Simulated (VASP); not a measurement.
# C (P6_3/mmc) in VASP: notebook

The runs below take C through single point, with PBEsol+D3(BJ).

All numbers are computed with VASP 6.6.1; they aren't measurements. Logs are shortened: lines on timing, memory, paths and dates and some standing lists are left out, and cuts for length are marked.

## 1. The cell of the first run

It takes space group P6_3/mmc (No. 194, hexagonal). The conventional cell has a = 2.498 Å, b = 2.498 Å, c = 6.372 Å, α = 90.00°, β = 90.00°, γ = 120.00°. Within 1.9 Å of C (site symmetry -6m2) lie 3 C at 1.44 Å. Within 1.9 Å of C (site symmetry -6m2) lie 3 C at 1.44 Å.

## 2. Single point, PBEsol+D3(BJ) (8.61 Å³/atom)

INCAR

```
SYSTEM = C
ALGO = Normal
EDIFF = 1E-6
ENCUT = 520
GGA = PS
ISIF = 2
ISMEAR = 0
IVDW = 12
LASPH = .True.
LCHARG = .False.
LREAL = .False.
LWAVE = .False.
NBANDS = 16
NELM = 60
PREC = Accurate
SIGMA = 0.15
```

KPOINTS

```
k-points
0
Gamma
  21 21 8
  0 0 0
```

POSCAR

```
C
1.0
    2.4978572290      0.0000000000      0.0000000000
   -1.2489286145      2.1632078154      0.0000000000
    0.0000000000      0.0000000000      6.3717840056
C
4
Direct
    0.0000000000      0.0000000000      0.0025000000
    0.0000000000      0.0000000000      0.5025000000
    0.3333333333      0.6666666667      0.0025000000
    0.6666666667      0.3333333333      0.5025000000
```

Potentials or basis: VASP PAW PBE potentials, release 64 (C).

Launch:

```
cat potpaw_PBE.64/C/POTCAR > POTCAR
mpirun -np 1 vasp_std > vasp.out
```

OUTCAR:

```text
SYSTEM = C
   EDIFF = 1E-6
   ENCUT = 520
   GGA = PS
   ISIF = 2
   ISMEAR = 0
   IVDW = 12
   LASPH = .True.
   LREAL = .False.
   NELM = 60
   PREC = Accurate
 IVDW          = 12

 ion  position               nearest neighbor table
   1  0.000  0.000  0.002-   3 1.44   3 1.44   3 1.44
   2  0.000  0.000  0.502-   4 1.44   4 1.44   4 1.44
   3  0.333  0.667  0.002-   1 1.44   1 1.44   1 1.44
   4  0.667  0.333  0.502-   2 1.44   2 1.44   2 1.44

  LATTYP: Found a hexagonal cell.
 ALAT       =     2.4978572290
 C/A-ratio  =     2.5509000001

  Lattice vectors:

 A1 = (   2.4978572290,   0.0000000000,   0.0000000000)
 A2 = (  -1.2489286145,   2.1632078154,   0.0000000000)
 A3 = (   0.0000000000,   0.0000000000,   6.3717840056)

Analysis of symmetry for initial positions (statically):
=====================================================================
 Subroutine PRICEL returns:
 Original cell was already a primitive cell.

 Routine SETGRP: Setting up the symmetry group for a
 hexagonal supercell.

 Subroutine GETGRP returns: Found 24 space group operations
 (whereof  6 operations were pure point group operations)
 out of a pool of 24 trial point group operations.

The static configuration has the point symmetry C_3v.
 The point group associated with its full space group is D_6h.

Analysis of symmetry for dynamics (positions and initial velocities):
=====================================================================
 Subroutine PRICEL returns:
 Original cell was already a primitive cell.

 Routine SETGRP: Setting up the symmetry group for a
 hexagonal supercell.

 Subroutine GETGRP returns: Found 24 space group operations
 (whereof  6 operations were pure point group operations)
 out of a pool of 24 trial point group operations.

The dynamic configuration has the point symmetry C_3v.
 The point group associated with its full space group is D_6h.

 Subroutine INISYM returns: Found 24 space group operations
 (whereof  6 operations are pure point group operations),
 and found     1 'primitive' translations

----------------------------------------------------------------------------------------

                                     Primitive cell

  volume of cell :      34.4292

  direct lattice vectors                    reciprocal lattice vectors
     2.497857229  0.000000000  0.000000000     0.400343137  0.231138218  0.000000000
    -1.248928615  2.163207815  0.000000000     0.000000000  0.462276436  0.000000000
     0.000000000  0.000000000  6.371784006     0.000000000  0.000000000  0.156941918

[... 92 lines left out ...]
   NFREE  =      0    steps in history (QN), initial steepest desc. (CG)
   ISIF   =      2    stress and relaxation
   ISYM   =      2    0-nonsym 1-usesym 2-fastsym
   POTIM  = 0.5000    time-step for ionic-motion
   TEBEG  =    0.0;   TEEND  =   0.0 temperature during run
   PSTRESS=    0.0 pullay stress
   NELECT =      16.0000    total number of electrons
   NUPDOWN=      -1.0000    fix difference up-down
   EMIN   =  10.00;   EMAX   =-10.00  energy-range for DOS
   EFERMI =   0.00;   METHOD = LEGACY
   ISMEAR =     0;   SIGMA  =   0.15  broadening in eV -4-tet -1-fermi 0-gaus
   EFERMI_NEDOS =   21; number of points for ismear=-14 and -15
   IALGO  =     38    algorithm
   IMIX   =      4    mixing-type and parameters
     AMIX     =   0.40;   BMIX     =  1.00
     AMIX_MAG =   1.60;   BMIX_MAG =  1.00
  volume/ion in A,a.u.               =       8.61        58.08
  Fermi-wavevector in a.u.,A,eV,Ry     =   1.268058  2.396283 21.877782  1.607972
  Thomas-Fermi vector in A             =   2.401173
   LORBIT       =      0    0 simple, 1 ext, 2 COOP (PROOUT), +10 PAW based schemes
   GGA     = PS    functional components
   LHFCALC =     F    Hartree Fock is set to
   AEXX    =    0.0000 exact exchange contribution
   IVDW    =    12    specifies the selected vdW correction
   LEPSILON=     F    determine dielectric tensor
   LRPA    =     F    only Hartree local field effects (RPA)
 non-spin polarized calculation
 Gauss-broadening in eV      SIGMA  =   0.15
  energy-cutoff  :      520.00
  volume of cell :       34.43
 maximum number of plane-waves:       947
 NGX is ok and might be reduce to    20
   NGX =  9   NGY =  9   NGZ = 23

 number of electron      16.0000000 magnetization

 Free energy of the ion-electron system (eV)
  ---------------------------------------------------
  ext. energy  EPLUGINS =         0.00000000
  ---------------------------------------------------
  free energy    TOTEN  =       -38.48337139 eV

  energy without entropy =      -38.48251867  energy(sigma->0) =      -38.48294503

 E-fermi :   4.8004     XC(G=0): -10.8233

 val. band max:        4.8003149480   @ k =   0.3333   0.3333   0.2500
 cond. band min:       4.8241519102   @ k =   0.3333   0.3333   0.3750
 fundamental gap:      0.0238369622
 Fermi energy:         4.8003885572

 k-point     1 :       0.0000    0.0000    0.0000
  band No.  band energies     occupation
      1     -14.5484      2.00000
      2     -14.0846      2.00000
      3      -3.7500      2.00000
      4      -1.1162      2.00000
      5       1.8332      2.00000
      6       1.8332      2.00000
[... 433 lines left out ...]
      3      -2.2841      2.00000
      4      -2.1497      2.00000
      5      -1.9776      2.00000
      6      -0.6012      2.00000
[... 8 lines left out ...]
     15      16.5032      0.00000
     16      17.5238      0.00000

 [... further k-points ...]

------------------------ aborting loop because EDIFF is reached ----------------------------------------

 Edisp (eV)   -0.46009

 E8    (eV) :    -0.2237

  FORCE on cell =-STRESS in cart. coord.  units (eV):
  Direction    XX          YY          ZZ          XY          YZ          ZX
  --------------------------------------------------------------------------------------
  -------------------------------------------------------------------------------------
  Total      -4.23006    -4.23006     0.29345    -0.00000     0.00000     0.00000
  in kB    -196.84755  -196.84755    13.65562    -0.00000     0.00000     0.00000
  external pressure =     -126.68 kB  Pullay stress =        0.00 kB

 VOLUME and BASIS-vectors are now :
 -----------------------------------------------------------------------------
  energy-cutoff  :      520.00
  volume of cell :       34.43
      direct lattice vectors                 reciprocal lattice vectors
     2.497857229  0.000000000  0.000000000     0.400343137  0.231138218  0.000000000
    -1.248928615  2.163207815  0.000000000     0.000000000  0.462276436  0.000000000
     0.000000000  0.000000000  6.371784006     0.000000000  0.000000000  0.156941918

 POSITION                                       TOTAL-FORCE (eV/Angst)
 -----------------------------------------------------------------------------------
      0.00000      0.00000      0.01593        -0.000000     -0.000000     -0.000000
      0.00000      0.00000      3.20182         0.000000     -0.000000      0.000000
     -0.00000      1.44214      0.01593        -0.000000     -0.000000      0.000000
      1.24893      0.72107      3.20182         0.000000      0.000000     -0.000000
 -----------------------------------------------------------------------------------
    total drift:                                0.000000      0.000000     -0.000019

  FREE ENERGIE OF THE ION-ELECTRON SYSTEM (eV)
  ---------------------------------------------------
  free  energy   TOTEN  =       -38.9434655116 eV

  energy  without entropy=      -38.9426127918  energy(sigma->0) =      -38.94303915
```

OSZICAR:

```text
N       E                     dE             d eps       ncg     rms          rms(c)
DAV:   1     0.253535506942E+02    0.25354E+02   -0.79401E+03  7688   0.936E+02
DAV:   2    -0.380272512398E+02   -0.63381E+02   -0.57597E+02 10944   0.180E+02
DAV:   3    -0.404684330147E+02   -0.24412E+01   -0.24296E+01 10000   0.322E+01
DAV:   4    -0.404878021719E+02   -0.19369E-01   -0.19361E-01  9672   0.343E+00
DAV:   5    -0.404880931880E+02   -0.29102E-03   -0.29099E-03  9792   0.402E-01    0.853E+00
DAV:   6    -0.389611132032E+02    0.15270E+01   -0.10086E+00  9376   0.633E+00    0.494E+00
DAV:   7    -0.384803695523E+02    0.48074E+00   -0.12004E+00  9680   0.706E+00    0.123E+00
DAV:   8    -0.384840569183E+02   -0.36874E-02   -0.63086E-02  9376   0.148E+00    0.223E-01
DAV:   9    -0.384832850983E+02    0.77182E-03   -0.13789E-03  9600   0.261E-01    0.716E-02
DAV:  10    -0.384833848815E+02   -0.99783E-04   -0.31642E-04  9120   0.116E-01    0.564E-02
DAV:  11    -0.384833710903E+02    0.13791E-04   -0.37699E-05  9720   0.415E-02    0.318E-03
DAV:  12    -0.384833713901E+02   -0.29989E-06   -0.13706E-06  8760   0.756E-03
   1 F= -.38943466E+02 E0= -.38943039E+02  d E =-.852720E-03
```

It took 58 s on 1 thread of Intel Xeon 6975P-C (Granite Rapids), shared host; peak memory 0.22 GiB.

What came out:

```yaml
Free_energy: -38.9435 eV
Pressure: -12.7 GPa
Band_gap_on_the_k_mesh: zero (bands 8 and 9 overlap by 0.06 eV)
Dispersion_energy_per_atom: -0.115 eV
```

Caveat: the cell stands under tension; the PAW data sets were made with another functional, which shifts forces and pressure a little.

## 3. Single point, PBEsol+D3(BJ) (8.81 Å³/atom)

This run uses another cell than the first one, of 8.81 Å³/atom.

INCAR

```
PREC     = Accurate       # precision mode
ENCUT    = 520            # plane-wave cutoff, eV
EDIFF    = 1E-6           # SCF threshold, eV
ISMEAR   = 0              # smearing method
SIGMA    = 0.15           # smearing width, eV
LREAL    = F              # projectors in reciprocal space
LASPH    = T              # aspherical terms in the spheres
NELM     = 60             # most SCF steps
ALGO     = Normal         # electronic algorithm
ISIF     = 2              # what is computed and relaxed
LWAVE    = F              # write WAVECAR
LCHARG   = F              # write CHGCAR
GGA      = PS             # functional
IVDW     = 12             # dispersion correction
NBANDS   = 16             # bands
```

KPOINTS

```
regular mesh
0
Gamma
  21 21 8
```

POSCAR

```
C
1.0
    2.4975254290      0.0000000000      0.0000000000
   -1.2487627145      2.1629204681      0.0000000000
    0.0000000000      0.0000000000      6.5265334510
C
4
Direct
    0.0000000000      0.0000000000      0.0025000000
    0.0000000000      0.0000000000      0.5025000000
    0.3333333333      0.6666666667      0.0025000000
    0.6666666667      0.3333333333      0.5025000000
```

Potentials or basis: VASP PAW PBE potentials, release 64 (C).

Launch:

```
cat potpaw_PBE.64/C/POTCAR > POTCAR
mpirun -np 1 vasp_std > vasp.out
```

Run time: 60 s. Hardware: 1 thread of Intel Xeon 6975P-C (Granite Rapids), shared host; peak memory 0.23 GiB.

The run converged. Its results:

* Free energy: -38.9493 eV
* Pressure: -12.6 GPa
* Band gap on the k mesh: zero (bands 8 and 9 overlap by 0.04 eV)
* Dispersion energy per atom: -0.112 eV

Stress tensor (GPa, compression positive):
```
-18.99   0.00   0.00
  0.00 -18.99   0.00
  0.00   0.00   0.28
```

Levels at points of the mesh, in eV from the Fermi level:
| k point | band 4 | band 5 | band 6 | band 7 | band 8 | band 9 | band 10 | band 11 | band 12 | band 13 |
| --- | --- | --- | --- | --- | --- | --- | --- | --- | --- | --- |
| (0.00, 0.00, 0.00) | -6.09 | -2.98 | -2.98 | -2.95 | -2.95 | 4.46 | 8.06 | 8.06 | 8.13 | 8.13 |
| (0.00, 0.00, 0.50) | -7.39 | -2.96 | -2.96 | -2.96 | -2.96 | 7.36 | 7.36 | 8.09 | 8.09 | 8.09 |

Caveat: the cell stands under tension; the PAW data sets were made with another functional, which shifts forces and pressure a little.

## 4. Single point, PBEsol+D3(BJ) (8.81 Å³/atom)

This run uses another cell than the first one, of 8.81 Å³/atom.

INCAR

```
ALGO = Normal ; EDIFF = 1E-7
ENCUT = 520 ; GGA = PS
ISIF = 2 ; ISMEAR = 0
IVDW = 12 ; LASPH = T
LCHARG = F ; LREAL = F
LWAVE = F ; NBANDS = 16
NELM = 100 ; PREC = Accurate
SIGMA = 0.15
```

KPOINTS

```
k-points
0
Gamma
  21 21 8
```

POSCAR

```
C
1.0
    2.5791364733      0.0000000000      0.0000000000
   -1.2895682367      2.2335977057      0.0000000000
    0.0000000000      0.0000000000      6.1200329376
C
4
Direct
    0.0000000000      0.0000000000      0.0025000000
    0.0000000000      0.0000000000      0.5025000000
    0.3333333333      0.6666666667      0.0025000000
    0.6666666667      0.3333333333      0.5025000000
```

Launch:

```
cat potpaw_PBE.64/C/POTCAR > POTCAR
mpirun -np 1 vasp_std > vasp.out
```

It took 54 s on 1 thread of Intel Xeon 6975P-C (Granite Rapids), shared host; peak memory 0.23 GiB.

It converged, with:

```yaml
Free_energy: -38.3931 eV
Pressure: -35.1 GPa
Band_gap_on_the_k_mesh: zero (bands 8 and 9 overlap by 0.09 eV)
Dispersion_energy_per_atom: -0.115 eV
```

Stress tensor (GPa, compression positive):
```
-54.69   0.00   0.00
  0.00 -54.69   0.00
  0.00   0.00   3.98
```

Levels at points of the mesh, in eV from the Fermi level:
| k point | band 6 | band 7 | band 8 | band 9 | band 10 | band 11 |
| --- | --- | --- | --- | --- | --- | --- |
| (0.00, 0.00, 0.00) | -2.97 | -2.92 | -2.92 | 5.59 | 7.46 | 7.46 |
| (0.00, 0.00, 0.50) | -2.95 | -2.95 | -2.95 | 7.52 | 7.52 | 7.52 |

Caveat: the cell stands under tension; the PAW data sets were made with another functional, which shifts forces and pressure a little.

## 5. Summary

| cell | gap on the mesh (eV) | pressure (GPa) |
| --- | --- | --- |
| a = 2.498, b = 2.498, c = 6.372 Å, angles 90.0, 90.0, 120.0°, 4 atoms | none | -12.7 |
| a = 2.498, b = 2.498, c = 6.527 Å, angles 90.0, 90.0, 120.0°, 4 atoms | none | -12.6 |
| a = 2.579, b = 2.579, c = 6.120 Å, angles 90.0, 90.0, 120.0°, 4 atoms | none | -35.1 |

Alike in all rows: task single point; level PBEsol+D3(BJ); potentials or basis VASP PAW PBE potentials, release 64 (C); no spin polarisation; k mesh 21 × 21 × 8; cutoff (eV) 520; smearing gaussian 0.15 eV.

Caveats: the cell stands under tension; the PAW data sets were made with another functional, which shifts forces and pressure a little.

Total energies depend on the potentials used, so only differences within one code and one set of settings carry meaning.
